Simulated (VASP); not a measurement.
Wanted: the native input for a VASP 6.6.1 run.

- Task: single point
- Functional: LDA
- Potentials or basis: VASP PAW LDA potentials, release 64 (Ta_sv_GW, N)
- Cutoff: 700 eV
- k mesh: 18 × 18 × 14
- Occupations: gaussian, width 0.1 eV
- Spin: no spin polarisation
- Dipole correction: no
- Further INCAR settings: ALGO = Normal; EDIFF = 1e-06; NBANDS = 16

The structure of TaN lies in POSCAR:

```
TaN
1.0
    2.8105269222      0.0000000000      0.0000000000
   -1.4052634611      2.4339877127      0.0000000000
    0.0000000000      0.0000000000      2.7752006912
Ta N
1 1
Direct
    0.0000000000      0.0000000000      0.5000000000
    0.6666666667      0.3333333333      0.0000000000
```

These files were run (other wordings do the same):

INCAR

```
ALGO = Normal
EDIFF = 1E-6
ENCUT = 700
GGA_COMPAT = False
ISIF = 2
ISMEAR = 0
LASPH = True
LCHARG = True
LELF = True
LREAL = False
LVHAR = True
LWAVE = False
NBANDS = 16
NELM = 120
PREC = Accurate
SIGMA = 0.1
```

KPOINTS

```
k-points
0
Gamma
  18 18 14
```

Potentials or basis: VASP PAW LDA potentials, release 64 (Ta_sv_GW, N).

Run with:

```bash
$ cat potpaw_LDA.64/Ta_sv_GW/POTCAR potpaw_LDA.64/N/POTCAR > POTCAR
$ mpirun -np 1 vasp_std > vasp.out
```

It gave:

```
Pressure               : 45.7 GPa
Band gap on the k mesh : zero (bands 9 and 10 overlap by 0.38 eV)
```

Caveat: the cell stands under pressure; spin-orbit coupling is left out, which moves the levels of the heavy elements.

Run time: 46 s on 1 thread of Intel(R) Xeon(R) Platinum 8488C (Sapphire Rapids), on a shared host, peak memory 0.26 GiB.
